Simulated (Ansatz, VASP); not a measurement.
**Mo: VASP beside Ansatz**

INCAR

```
SYSTEM = Mo
PREC     = Accurate       ! precision mode
ENCUT    = 600            ! plane-wave cutoff, eV
EDIFF    = 1E-6           ! SCF threshold, eV
ISMEAR   = 1              ! smearing method
SIGMA    = 0.1            ! smearing width, eV
LREAL    = .FALSE.        ! projectors in reciprocal space
LASPH    = .TRUE.         ! aspherical terms in the spheres
NELM     = 100            ! most SCF steps
ALGO     = Normal         ! electronic algorithm
ISIF     = 3              ! what is computed and relaxed
LWAVE    = .FALSE.        ! write WAVECAR
LCHARG   = .FALSE.        ! write CHGCAR
GGA      = PE             ! functional
IBRION   = 2              ! ionic algorithm
NSW      = 80             ! ionic steps
EDIFFG   = -0.005         ! ionic threshold
```

KPOINTS

```
Automatic mesh
0
G
  17 17 17
  0 0 0
```

Contents of POSCAR:

```
Mo
1.0
   -1.5838090000      1.5838090000      1.5838090000
    1.5838090000     -1.5838090000      1.5838090000
    1.5838090000      1.5838090000     -1.5838090000
Mo
1
Direct
    0.0000000000      0.0000000000      0.0000000000
```

Input for Ansatz:

```yaml
crystal:
  lattice:
    - [-1.583809, 1.583809, 1.583809]
    - [1.583809, -1.583809, 1.583809]
    - [1.583809, 1.583809, -1.583809]
  atoms:
    - { symbol: Mo, position: [0.0, 0.0, 0.0] }
basis:
  ecutwfc: 420
  xc_grid: 2
hamiltonian:
  xc: pbe
  pseudopotentials: { kind: paw, azcp: { folder: soft_1 } }
kpoints:
  mp_grid: { grid: [17, 17, 17] }
scf:
  occupations: { method: methfessel_paxton, width: 0.1 }
  max_iter: 120
relax:
  f_tol: 0.005
  max_steps: 60
  cell: {}
output:
  forces: true
  stress: true
checkpoint:
  write: "../cell.run"
  compress: false
  write_wavefunctions: false
  write_every: 100000
```

Alike in both runs: task relaxation of cell and atoms; functional PBE; k mesh 17 × 17 × 17; occupations methfessel-paxton of order 1, width 0.1 eV; no spin polarisation.

|  | VASP | Ansatz |
| --- | --- | --- |
| version | VASP 6.6.1 | Ansatz 0.2.0 |
| potentials or method | VASP PAW PBE potentials, release 64 (Mo_sv), cutoff 600 eV | plane-wave PAW DFT |
| valence electrons in the cell | 14 | 14 |

VASP gave:

```
relaxed volume (Å³/atom)                                     : 15.82
relaxed cell length with the largest relative difference (Å) : 2.739
```

Q: What did Ansatz give for the same quantities?

A: Relaxed volume (Å³/atom): 15.80; relaxed cell length with the largest relative difference (Å): 2.738.
